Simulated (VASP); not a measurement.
Li2Be3Au: relaxation of cell and atoms with PBE

Li2Be3Au:

```
Li Be Au
1.0
     5.06796    0.00000    0.00000
    -2.53398    4.38899    0.00000
     0.00000    0.00000    2.75453
Li Be Au
2 3 1
Direct
  0.33333 0.66667 0.00000
  0.66667 0.33333 0.00000
  0.50000 0.00000 0.50000
  0.50000 0.50000 0.50000
  0.00000 0.50000 0.50000
  0.00000 0.00000 0.00000
```

```
Program                : VASP 6.6.1
Task                   : relaxation of cell and atoms
Functional             : PBE
Potentials or basis    : VASP PAW PBE potentials, release 64 (Li_sv, Be, Au)
Cutoff                 : 600 eV
k mesh                 : 6 × 6 × 6
Occupations            : gaussian, width 0.1 eV
Spin                   : no spin polarisation
Dipole correction      : no
Further INCAR settings : ALGO = Normal; EDIFF = 1e-06; IBRION = 2; EDIFFG = -0.04; NSW = 90; ISIF = 3
```

```json
{
 "Relaxed volume": "11.01 Å³/atom",
 "Relaxed cell": "a = 4.456 Å, b = 4.456 Å, c = 3.840 Å, α = 90.00°, β = 90.00°, γ = 120.00°",
 "Space group after relaxing (to 0.05 Å)": "P6/mmm (No. 191)",
 "Energy gained by relaxing": "596.1 meV/atom",
 "Ionic steps": "8",
 "Pressure after relaxing": "-0.2 GPa"
}
```

Stress tensor (GPa, compression positive):
```
-0.23  0.00  0.00
 0.00 -0.23  0.00
 0.00  0.00 -0.06
```

The path:
```csv
step,energy change (eV),largest force (eV/Å),pressure (GPa),volume (Å³)
1,0.0000,0.0000,12.16,61.27
2,-1.8891,0.0000,-0.78,67.87
3,-2.8223,0.0000,-7.78,74.68
4,-2.9591,0.0000,-9.80,77.74
5,-3.5386,0.0000,-2.88,68.69
6,-3.5391,0.0000,-2.67,68.52
7,-3.5758,0.0000,-0.47,66.35
8,-3.5765,0.0000,-0.18,66.04
```

Final structure:
```
Li Be Au
1.0
     4.45635    0.00000    0.00000
    -2.22818    3.85932    0.00000
     0.00000    0.00000    3.84016
Li Be Au
2 3 1
Cartesian
  0.0000 2.5729 3.8402
  2.2282 1.2864 0.0000
  2.2282 0.0000 1.9201
  1.1141 1.9297 1.9201
  -1.1141 1.9297 1.9201
  0.0000 0.0000 0.0000
```

Levels at points of the mesh, in eV from the Fermi level:
| k point | band 10 | band 11 | band 12 | band 13 | band 14 | band 15 |
| --- | --- | --- | --- | --- | --- | --- |
| (0.00, 0.00, 0.00) | -1.30 | -0.39 | -0.39 | 1.58 | 2.90 | 2.90 |
| (0.50, 0.00, 0.00) | -1.87 | -1.43 | 1.73 | 1.75 | 3.95 | 5.54 |
| (0.00, 0.00, 0.50) | -2.13 | 2.71 | 2.71 | 3.65 | 3.65 | 4.09 |
| (0.50, 0.00, 0.50) | -2.25 | -2.13 | -1.28 | 0.06 | 2.28 | 4.63 |

It took 77 s on 1 thread of Intel(R) Xeon(R) 6975P-C (Granite Rapids) (shared host), peak memory 0.22 GiB.

Caveat: the k points lie up to 0.27 Å⁻¹ apart in the final cell; the cutoff is under 1.25 times the usual one of these potentials, so pressure, stress and relaxed cells hold a basis-set (Pulay) error; spin-orbit coupling is left out, which moves the levels of the heavy elements.
